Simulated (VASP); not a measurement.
Au, 2 atoms in the cell. The structure is hexagonal, space group P6_3/mmc (No. 194). Conventional cell: a = 2.890 Å, b = 2.890 Å, c = 4.866 Å, α = 90.00°, β = 90.00°, γ = 120.00°. Au (site symmetry -6m2) has 12 Au at 2.89 to 2.95 Å within 3.8 Å. This isn't the form of Au at room conditions, which is fcc.

| Item | Value |
| --- | --- |
| Program | VASP 6.6.1 |
| Task | single point |
| Functional | r2SCAN |
| Potentials or basis | VASP PAW PBE potentials, release 64 (Au) |
| Cutoff | 520 eV |
| k mesh | 18 × 18 × 10 |
| Occupations | gaussian, width 0.1 eV |
| Spin | no spin polarisation |
| Dipole correction | no |
| Further INCAR settings | ALGO = Normal; EDIFF = 1e-07; NBANDS = 18 |

Potentials or basis: VASP PAW PBE potentials, release 64 (Au).

The run is started by

```bash
$ cat potpaw_PBE.64/Au/POTCAR > POTCAR
$ cp INCAR.step1 INCAR
$ mpirun -np 1 vasp_std > vasp.out
$ cp INCAR.step2 INCAR
$ mpirun -np 1 vasp_std > vasp.out
```

Hardware: 1 thread of Intel Xeon 8259CL, with other jobs on the host.

Question: How long does it take, and how much memory?

Answer: Wall time 7 min on 1 thread of Intel Xeon 8259CL, on a shared host, peak memory 0.26 GiB. Counts: k points 222.
